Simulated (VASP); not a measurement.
# MgH2 in VASP: a series of runs, part 2 of 2

VASP 6.6.1. Earlier steps stand in the parts before.

## (4) Single point, PBEsol

The input, INCAR:

```
SYSTEM = MgH2
PREC = Accurate
ENCUT = 600
EDIFF = 1E-6
ISMEAR = -1
SIGMA = 0.05
LREAL = .False.
LASPH = .True.
NELM = 120
ALGO = Normal
ISIF = 2
LWAVE = .False.
LCHARG = .False.
GGA = PS
NBANDS = 9
GGA_COMPAT = .False.
```

The input, KPOINTS:

```
Automatic mesh
0
Gamma
  5 5 5
  0 0 0
```

The input, POSCAR:

```
MgH2
1.0
    0.0000000000      2.3810670000      2.3810670000
    2.3810670000      0.0000000000      2.3810670000
    2.3810670000      2.3810670000      0.0000000000
Mg H
1 2
Direct
   -0.0007472352      0.0006476627      0.0007528844
    0.7529781957      0.7473381496      0.7454826551
    0.2650392220      0.2370453367      0.2363637137
```

Potentials or basis: VASP PAW PBE potentials, release 64 (Mg, H).

On the command line:

```sh
$ cat potpaw_PBE.64/Mg/POTCAR potpaw_PBE.64/H/POTCAR > POTCAR
$ mpirun -np 1 vasp_std > vasp.out
```

OUTCAR:

```text
SYSTEM = MgH2
   PREC = Accurate
   ENCUT = 600
   EDIFF = 1E-6
   ISMEAR = -1
   LREAL = .False.
   LASPH = .True.
   NELM = 120
   ISIF = 2
   GGA = PS

 ion  position               nearest neighbor table
   1  0.999  0.001  0.001-   3 2.02   3 2.03   2 2.05   2 2.05   2 2.07   2 2.08   3 2.10   3 2.10

   2  0.753  0.747  0.745-   1 2.05   1 2.05   1 2.07   1 2.08
   3  0.265  0.237  0.236-   1 2.02   1 2.03   1 2.10   1 2.10

  LATTYP: Found a face centered cubic cell.
 ALAT       =     4.7621340000

  Lattice vectors:

 A1 = (   0.0000000000,   2.3810670000,   2.3810670000)
 A2 = (   2.3810670000,   0.0000000000,   2.3810670000)
 A3 = (   2.3810670000,   2.3810670000,   0.0000000000)

Analysis of symmetry for initial positions (statically):
=====================================================================
 Subroutine PRICEL returns:
 Original cell was already a primitive cell.

 Routine SETGRP: Setting up the symmetry group for a
 face centered cubic supercell.

 Subroutine GETGRP returns: Found  1 space group operations
 (whereof  1 operations were pure point group operations)
 out of a pool of 48 trial point group operations.

The static configuration has the point symmetry C_1 .

Analysis of symmetry for dynamics (positions and initial velocities):
=====================================================================
 Subroutine PRICEL returns:
 Original cell was already a primitive cell.

 Routine SETGRP: Setting up the symmetry group for a
 face centered cubic supercell.

 Subroutine GETGRP returns: Found  1 space group operations
 (whereof  1 operations were pure point group operations)
 out of a pool of 48 trial point group operations.

The dynamic configuration has the point symmetry C_1 .

 Subroutine INISYM returns: Found  1 space group operations
 (whereof  1 operations are pure point group operations),
 and found     1 'primitive' translations

----------------------------------------------------------------------------------------

[... 116 lines left out ...]
  Fermi-wavevector in a.u.,A,eV,Ry     =   0.866257  1.636988 10.209818  0.750400
  Thomas-Fermi vector in A             =   1.984619
   LORBIT       =      0    0 simple, 1 ext, 2 COOP (PROOUT), +10 PAW based schemes
   GGA     = PS    functional components
   LHFCALC =     F    Hartree Fock is set to
   AEXX    =    0.0000 exact exchange contribution
   IVDW    =     0    specifies the selected vdW correction
   LEPSILON=     F    determine dielectric tensor
   LRPA    =     F    only Hartree local field effects (RPA)
 non-spin polarized calculation
  energy-cutoff  :      600.00
  volume of cell :       27.00
 maximum number of plane-waves:       914
   NGX = 13   NGY = 13   NGZ = 13

 number of electron       4.0000000 magnetization

 Free energy of the ion-electron system (eV)
  ---------------------------------------------------
  ext. energy  EPLUGINS =         0.00000000
  ---------------------------------------------------
  free energy    TOTEN  =        -8.57871811 eV

  energy without entropy =       -8.57588424  energy(sigma->0) =       -8.57730118

 E-fermi :   2.8015     XC(G=0):  -9.0930

 val. band max:        2.4710852336   @ k =   0.2000   0.2000   0.0000
 cond. band min:       2.9092322321   @ k =   0.0000  -0.4000   0.4000
 fundamental gap:      0.4381469985
 Fermi energy:         2.8015005234

 k-point     1 :       0.0000    0.0000    0.0000
  band No.  band energies     occupation
      1      -7.0652      2.00000
      2       4.0239      0.00000
      3      12.1228      0.00000
      4      12.1339      0.00000
      5      12.1466      0.00000
      6      14.6365      0.00000
      7      14.6543      0.00000
      8      14.6703      0.00000
      9      15.5687      0.00000
[... 265 lines left out ...]
 k-point    24 :       0.4000    0.0000    0.2000
  band No.  band energies     occupation
      1      -4.4901      2.00000
      2       0.3302      2.00000
      3       6.9522      0.00000
      4       7.9878      0.00000
      5       8.8765      0.00000
      6      14.3691      0.00000
      7      15.8476      0.00000
      8      17.0945      0.00000
      9      17.3566      0.00000

 [... further k-points ...]
[... 5 lines left out ...]
  --------------------------------------------------------------------------------------
  -------------------------------------------------------------------------------------
  Total       -0.1924468     -0.1966427     -0.1967429     -0.0035969      0.0407097     -0.0076765
  in kB      -11.4202689    -11.6692659    -11.6752121     -0.2134487      2.4158175     -0.4555426
  external PRESSURE =     -11.5882490 kB  Pullay stress =       0.0000000 kB

 VOLUME and BASIS-vectors are now :
 -----------------------------------------------------------------------------
  energy-cutoff  :      600.00
  volume of cell :       27.00
      direct lattice vectors                 reciprocal lattice vectors
     0.000000000  2.381067000  2.381067000    -0.209989891  0.209989891  0.209989891
     2.381067000  0.000000000  2.381067000     0.209989891 -0.209989891  0.209989891
     2.381067000  2.381067000  0.000000000     0.209989891  0.209989891 -0.209989891

 POSITION                                       TOTAL-FORCE (eV/Angst)
 -----------------------------------------------------------------------------------
      0.00333      2.38108      2.38083        -0.133463      0.001751      0.011679
      3.55451      3.56794      3.57235        -0.035258      0.015870      0.004052
      1.12722      1.19387      1.19550         0.168721     -0.017622     -0.015731
 -----------------------------------------------------------------------------------
    total drift:                                0.000054      0.000001     -0.000010

  FREE ENERGIE OF THE ION-ELECTRON SYSTEM (eV)
  ---------------------------------------------------
  free  energy   TOTEN  =        -8.5787181122 eV

  energy  without entropy=       -8.5758842385  energy(sigma->0) =       -8.57730118
```

stdout:

```text
POSCAR found type information on POSCAR MgH
 POSCAR found :  2 types and       3 ions
 scaLAPACK will be used
 -----------------------------------------------------------------------------
|                                                                             |
|                                                                             |
|     You enforced a specific xc type in the INCAR file but a different       |
|     I HOPE YOU KNOW WHAT YOU ARE DOING!                                     |
|                                                                             |
 -----------------------------------------------------------------------------

 LDA part: xc-table for (Slater+PW92), standard interpolation
 POSCAR, INCAR and KPOINTS ok, starting setup
 FFT: planning ... GRIDC
 FFT: planning ... GRID_SOFT
 FFT: planning ... GRID
 WAVECAR not read
 entering main loop
```

Wall time 8.9 s (1 thread of Intel Xeon 6975P-C (Granite Rapids), shared host); peak memory 0.16 GiB.

Results:

* Free energy: -8.5787 eV
* Pressure: -1.2 GPa
* Largest force: 0.170 eV/Å
* Band gap on the k mesh: zero (band 2 reaches 4.02 eV, above the bottom of band 3 at 2.91 eV)

Forces in eV/Å, atoms in the order of the input:
```
Mg  -0.133  0.002  0.012
H   -0.035  0.016  0.004
H    0.169 -0.018 -0.016
```

Caveat: the k points lie up to 0.46 Å⁻¹ apart; the PAW data sets were made with another functional, which shifts forces and pressure a little.

## (5) Single point, PBEsol

The input, INCAR:

```
  PREC = Accurate
  ENCUT = 600
  EDIFF = 1E-6
  ISMEAR = -1
  SIGMA = 0.05
  LREAL = False
  LASPH = True
  NELM = 120
  ALGO = Normal
  ISIF = 2
  LWAVE = False
  LCHARG = True
  GGA = PS
  LELF = True
  LVHAR = True
  NBANDS = 9
  GGA_COMPAT = False
```

The input, KPOINTS:

```
regular mesh
0
Gamma
  5 5 5
```

The input, POSCAR:

```
MgH2
1.0
    0.0000000000      2.3810670000      2.3810670000
    2.3810670000      0.0000000000      2.3810670000
    2.3810670000      2.3810670000      0.0000000000
Mg H
1 2
Direct
   -0.0011170566      0.0009682915      0.0011256092
    0.7545022515      0.7459774609      0.7432089531
    0.2724323510      0.2306749804      0.2296502239
```

On the command line:

```sh
$ cat potpaw_PBE.64/Mg/POTCAR potpaw_PBE.64/H/POTCAR > POTCAR
$ mpirun -np 1 vasp_std > vasp.out
```

Run time: 9 s. Hardware: 1 thread of Intel Xeon 6975P-C (Granite Rapids), shared host; peak memory 0.16 GiB.

Results (log left out):

| Item | Value |
| --- | --- |
| Free energy | -8.5722 eV |
| Pressure | -1.1 GPa |
| Largest force | 0.254 eV/Å |
| Band gap on the k mesh | zero (band 2 reaches 4.02 eV, above the bottom of band 3 at 2.90 eV) |

Forces on the atoms (eV/Å):
```
Mg  -0.199  0.004  0.019
H   -0.052  0.024  0.006
H    0.251 -0.028 -0.025
```

Stress tensor (GPa, compression positive):
```
-1.03 -0.03 -0.08
-0.03 -1.08  0.37
-0.08  0.37 -1.08
```

Levels at points of the mesh, in eV from the Fermi level:
```tsv
k point	band 1	band 2	band 3	band 4	band 5	band 6
(0.00, 0.00, 0.00)	-9.87	1.22	9.31	9.33	9.35	11.82
```

Caveat: the k points lie up to 0.46 Å⁻¹ apart; the PAW data sets were made with another functional, which shifts forces and pressure a little.
